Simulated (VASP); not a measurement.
# CdSe (F-43m) in VASP: notebook, part 3 of 3

VASP 6.6.1. The steps go on from the part before.

### 4 Single point, PBE

The input, INCAR:

```
SYSTEM = CdSe
ALGO = Normal ; EDIFF = 1E-6
ENCUT = 520 ; GGA = PE
ISIF = 2 ; ISMEAR = 0
LASPH = .True. ; LCHARG = .False.
LREAL = .False. ; LWAVE = .False.
NBANDS = 16 ; NELM = 60
PREC = Accurate ; SIGMA = 0.028000000000000004
```

The input, KPOINTS:

```
k-points
0
Gamma
  8 8 8
  0 0 0
```

The input, POSCAR:

```
CdSe
1.0
    0.0000000000      3.0702711986      3.0702711986
    3.0702711986      0.0000000000      3.0702711986
    3.0702711986      3.0702711986      0.0000000000
Cd Se
1 1
Direct
    0.0000000000      0.0000000000      0.0000000000
    0.2500000000      0.2500000000      0.2500000000
```

Potentials or basis: VASP PAW PBE potentials, release 64 (Cd, Se).

Command:

```sh
> cat potpaw_PBE.64/Cd/POTCAR potpaw_PBE.64/Se/POTCAR > POTCAR
> mpirun -np 1 vasp_std > vasp.out
```

OUTCAR:

```text
SYSTEM = CdSe
   EDIFF = 1E-6
   ENCUT = 520
   GGA = PE
   ISIF = 2
   ISMEAR = 0
   LASPH = .True.
   LREAL = .False.
   NELM = 60
   PREC = Accurate

 ion  position               nearest neighbor table
   1  0.000  0.000  0.000-   2 2.66   2 2.66   2 2.66   2 2.66
   2  0.250  0.250  0.250-   1 2.66   1 2.66   1 2.66   1 2.66

  LATTYP: Found a face centered cubic cell.
 ALAT       =     6.1405423972

  Lattice vectors:

 A1 = (   0.0000000000,   3.0702711986,   3.0702711986)
 A2 = (   3.0702711986,   0.0000000000,   3.0702711986)
 A3 = (   3.0702711986,   3.0702711986,   0.0000000000)

Analysis of symmetry for initial positions (statically):
=====================================================================
 Subroutine PRICEL returns:
 Original cell was already a primitive cell.

 Routine SETGRP: Setting up the symmetry group for a
 face centered cubic supercell.

 Subroutine GETGRP returns: Found 24 space group operations
 (whereof 24 operations were pure point group operations)
 out of a pool of 48 trial point group operations.

The static configuration has the point symmetry T_d .

Analysis of symmetry for dynamics (positions and initial velocities):
=====================================================================
 Subroutine PRICEL returns:
 Original cell was already a primitive cell.

 Routine SETGRP: Setting up the symmetry group for a
 face centered cubic supercell.

 Subroutine GETGRP returns: Found 24 space group operations
 (whereof 24 operations were pure point group operations)
 out of a pool of 48 trial point group operations.

The dynamic configuration has the point symmetry T_d .

 Subroutine INISYM returns: Found 24 space group operations
 (whereof 24 operations are pure point group operations),
 and found     1 'primitive' translations

----------------------------------------------------------------------------------------

                                     Primitive cell

  volume of cell :      57.8842

  direct lattice vectors                    reciprocal lattice vectors
     0.000000000  3.070271199  3.070271199    -0.162852063  0.162852063  0.162852063
     3.070271199  0.000000000  3.070271199     0.162852063 -0.162852063  0.162852063
     3.070271199  3.070271199  0.000000000     0.162852063  0.162852063 -0.162852063

  length of vectors
     4.342019169  4.342019169  4.342019169     0.282068048  0.282068048  0.282068048

  position of ions in fractional coordinates (direct lattice)
     0.000000000  0.000000000  0.000000000
     0.250000000  0.250000000  0.250000000

  ion indices of the primitive-cell ions
   primitive index   ion index
                 1           1
                 2           2

----------------------------------------------------------------------------------------

 KPOINTS: k-points

Automatic generation of k-mesh.
 Grid dimensions read from file:
 generate k-points for:    8    8    8

 Generating k-lattice:

  Cartesian coordinates                     Fractional coordinates (reciprocal lattice)
    -0.020356508  0.020356508  0.020356508     0.125000000  0.000000000  0.000000000
     0.020356508 -0.020356508  0.020356508     0.000000000  0.125000000  0.000000000
     0.020356508  0.020356508 -0.020356508     0.000000000  0.000000000  0.125000000

  Length of vectors
     0.035258506  0.035258506  0.035258506

  Shift w.r.t. Gamma in fractional coordinates (k-lattice)
     0.000000000  0.000000000  0.000000000

 Subroutine IBZKPT returns following result:
 ===========================================

 Found     29 irreducible k-points:

 Following reciprocal coordinates:
            Coordinates               Weight
  0.000000  0.000000  0.000000      1.000000
  0.125000  0.000000  0.000000      8.000000
  0.250000  0.000000  0.000000      8.000000
  0.375000  0.000000  0.000000      8.000000
  0.500000  0.000000  0.000000      4.000000
  0.125000  0.125000  0.000000      6.000000
[... 16 lines left out ...]
  0.500000  0.250000  0.125000     48.000000
 -0.375000  0.250000  0.125000     24.000000
 [... further k-points ...]
   k-points           NKPTS =     29   k-points in BZ     NKDIM =     29   number of bands    NBANDS=     16
   number of dos      NEDOS =    301   number of ions     NIONS =      2
   total plane-waves  NPLWV =  32768
   dimension x,y,z NGX =    32 NGY =   32 NGZ =   32
   dimension x,y,z NGXF=    64 NGYF=   64 NGZF=   64
   ions per type =               1   1
   NGX,Y,Z   is equivalent  to a cutoff of  12.25, 12.25, 12.25 a.u.
   NGXF,Y,Z  is equivalent  to a cutoff of  24.50, 24.50, 24.50 a.u.
 SYSTEM =  CdSe
   PREC   = accura    normal or accurate (medium, high low for compatibility)
   ISTART =      0    job   : 0-new  1-cont  2-samecut
   ICHARG =      2    charge: 1-file 2-atom 10-const
   ISPIN  =      1    spin polarized calculation?
   LNONCOLLINEAR =      F non collinear calculations
   LSORBIT =      F    spin-orbit coupling
   LASPH  =      T    aspherical Exc in radial PAW
   ENCUT  =  520.0 eV  38.22 Ry    6.18 a.u.   8.07  8.07  8.07*2*pi/ulx,y,z
   NELM   =     60;   NELMIN=  2; NELMDL= -5     # of ELM steps
   EDIFF  = 0.1E-05   stopping-criterion for ELM
   LREAL  =      F    real-space projection
   EDIFFG = 0.1E-04   stopping-criterion for IOM
   NSW    =      0    number of steps for IOM
   IBRION =     -1    ionic relax: 0-MD 1-quasi-New 2-CG
   NFREE  =      0    steps in history (QN), initial steepest desc. (CG)
   ISIF   =      2    stress and relaxation
   ISYM   =      2    0-nonsym 1-usesym 2-fastsym
   POTIM  = 0.5000    time-step for ionic-motion
   TEBEG  =    0.0;   TEEND  =   0.0 temperature during run
   PSTRESS=    0.0 pullay stress
   NELECT =      18.0000    total number of electrons
   NUPDOWN=      -1.0000    fix difference up-down
   EMIN   =  10.00;   EMAX   =-10.00  energy-range for DOS
   EFERMI =   0.00;   METHOD = LEGACY
   ISMEAR =     0;   SIGMA  =   0.03  broadening in eV -4-tet -1-fermi 0-gaus
   EFERMI_NEDOS =   21; number of points for ismear=-14 and -15
   IALGO  =     38    algorithm
   IMIX   =      4    mixing-type and parameters
     AMIX     =   0.40;   BMIX     =  1.00
     AMIX_MAG =   1.60;   BMIX_MAG =  1.00
  volume/ion in A,a.u.               =      28.94       195.31
  Fermi-wavevector in a.u.,A,eV,Ry     =   1.109121  2.095935 16.737199  1.230149
  Thomas-Fermi vector in A             =   2.245657
   LORBIT       =      0    0 simple, 1 ext, 2 COOP (PROOUT), +10 PAW based schemes
   GGA     = PE    functional components
   LHFCALC =     F    Hartree Fock is set to
   AEXX    =    0.0000 exact exchange contribution
   IVDW    =     0    specifies the selected vdW correction
   LEPSILON=     F    determine dielectric tensor
   LRPA    =     F    only Hartree local field effects (RPA)
 non-spin polarized calculation
 Gauss-broadening in eV      SIGMA  =   0.03
  energy-cutoff  :      520.00
  volume of cell :       57.88
 maximum number of plane-waves:      1588
   NGX = 17   NGY = 17   NGZ = 17

 number of electron      18.0000008 magnetization

 Free energy of the ion-electron system (eV)
  ---------------------------------------------------
  ext. energy  EPLUGINS =         0.00000000
  ---------------------------------------------------
  free energy    TOTEN  =        -5.49046467 eV

  energy without entropy =       -5.49046467  energy(sigma->0) =       -5.49046467

 E-fermi :   0.9189     XC(G=0):  -8.7565

 val. band max:        0.7188440916   @ k =   0.0000   0.0000   0.0000
 cond. band min:       1.2682473657   @ k =   0.0000   0.0000   0.0000
 fundamental gap:      0.5494032741
 Fermi energy:         0.9188550416

 k-point     1 :       0.0000    0.0000    0.0000
  band No.  band energies     occupation
      1     -11.7183      2.00000
      2      -7.1233      2.00000
      3      -7.1233      2.00000
      4      -7.1233      2.00000
      5      -6.7789      2.00000
      6      -6.7789      2.00000
[... 8 lines left out ...]
     15      11.7533      0.00000
     16      11.7533      0.00000
[... 419 lines left out ...]
 k-point    24 :      -0.3750    0.2500    0.1250
  band No.  band energies     occupation
      1     -11.3164      2.00000
      2      -7.0027      2.00000
      3      -6.9803      2.00000
      4      -6.7961      2.00000
      5      -6.7636      2.00000
      6      -6.4246      2.00000
[... 8 lines left out ...]
     15      12.3171      0.00000
     16      13.2545      0.00000

 [... further k-points ...]

------------------------ aborting loop because EDIFF is reached ----------------------------------------

  FORCE on cell =-STRESS in cart. coord.  units (eV):
  Direction    XX          YY          ZZ          XY          YZ          ZX
  --------------------------------------------------------------------------------------
  -------------------------------------------------------------------------------------
  Total        0.5673509      0.5673509      0.5673509      0.0000000     -0.0000000     -0.0000000
  in kB       15.7037036     15.7037036     15.7037036      0.0000000     -0.0000000     -0.0000000
  external PRESSURE =      15.7037036 kB  Pullay stress =       0.0000000 kB

 VOLUME and BASIS-vectors are now :
 -----------------------------------------------------------------------------
  energy-cutoff  :      520.00
  volume of cell :       57.88
      direct lattice vectors                 reciprocal lattice vectors
     0.000000000  3.070271199  3.070271199    -0.162852063  0.162852063  0.162852063
     3.070271199  0.000000000  3.070271199     0.162852063 -0.162852063  0.162852063
     3.070271199  3.070271199  0.000000000     0.162852063  0.162852063 -0.162852063

 POSITION                                       TOTAL-FORCE (eV/Angst)
 -----------------------------------------------------------------------------------
      0.00000      0.00000      0.00000         0.000000      0.000000      0.000000
      1.53514      1.53514      1.53514        -0.000000     -0.000000     -0.000000
 -----------------------------------------------------------------------------------
    total drift:                               -0.000001     -0.000001     -0.000000

  FREE ENERGIE OF THE ION-ELECTRON SYSTEM (eV)
  ---------------------------------------------------
  free  energy   TOTEN  =        -5.4904646673 eV

  energy  without entropy=       -5.4904646673  energy(sigma->0) =       -5.49046467
```

stdout:

```text
POSCAR found type information on POSCAR CdSe
 POSCAR found :  2 types and       2 ions
 scaLAPACK will be used
 LDA part: xc-table for (Slater+PW92), standard interpolation
 POSCAR, INCAR and KPOINTS ok, starting setup
 FFT: planning ... GRIDC
 FFT: planning ... GRID_SOFT
 FFT: planning ... GRID
 WAVECAR not read
 entering main loop
```

Wall time 34 s (1 thread of Intel Xeon 8259CL, shared host); peak memory 0.18 GiB.

Results:

| Property | Result |
| --- | --- |
| Free energy | -5.4905 eV |
| Pressure | 1.6 GPa |
| Band gap on the k mesh | 0.55 eV |

### 5 Summary

| smearing | gap on the mesh (eV) | pressure (GPa) |
| --- | --- | --- |
| gaussian 0.026 eV | 0.55 | 1.6 |
| gaussian 0.027 eV | 0.55 | 1.6 |
| gaussian 0.028 eV | 0.55 | 1.6 |

Alike in all rows: task single point; level PBE; potentials or basis VASP PAW PBE potentials, release 64 (Cd, Se); no spin polarisation; cell as given; k mesh 8 × 8 × 8; cutoff (eV) 520.

Total energies depend on the potentials used, so only differences within one code and one set of settings carry meaning.
